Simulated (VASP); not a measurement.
Si2Ge, 3 atoms in the cell. It takes space group Fm-3m (No. 225, cubic). Conventional cell: a = 5.709 Å, b = 5.709 Å, c = 5.709 Å, α = 90.00°, β = 90.00°, γ = 90.00°. Si (site symmetry -43m) has 4 Ge at 2.47 Å and 6 Si at 2.85 Å within 3.3 Å. Within 3.3 Å of Ge (site symmetry m-3m) lie 8 Si at 2.47 Å. 

* Program: VASP 6.6.1
* Task: relaxation of cell and atoms
* Functional: r2SCAN
* Potentials or basis: VASP PAW PBE potentials, release 64 (Si, Ge_d)
* Cutoff: 600 eV
* k mesh: 6 × 6 × 6
* Occupations: gaussian, width 0.1 eV
* Spin: no spin polarisation
* Dipole correction: no
* Further INCAR settings: ALGO = Normal; EDIFF = 1e-06; IBRION = 2; EDIFFG = -0.04; NSW = 90; ISIF = 3

Potentials or basis: VASP PAW PBE potentials, release 64 (Si, Ge_d).

Command:

```console
$ cat potpaw_PBE.64/Si/POTCAR potpaw_PBE.64/Ge_d/POTCAR > POTCAR
$ cp INCAR.step1 INCAR
$ mpirun -np 1 vasp_std > vasp.out
$ cp INCAR.step2 INCAR
$ mpirun -np 1 vasp_std > vasp.out
```

Hardware: 1 thread of Intel(R) Xeon(R) 6975P-C (Granite Rapids), with other jobs on the host.

Q: Estimate the wall time of this run.

A: It took 70 s on 1 thread of Intel(R) Xeon(R) 6975P-C (Granite Rapids), with other jobs on the host, peak memory 0.19 GiB. Counts: k points 16, ion steps 4.
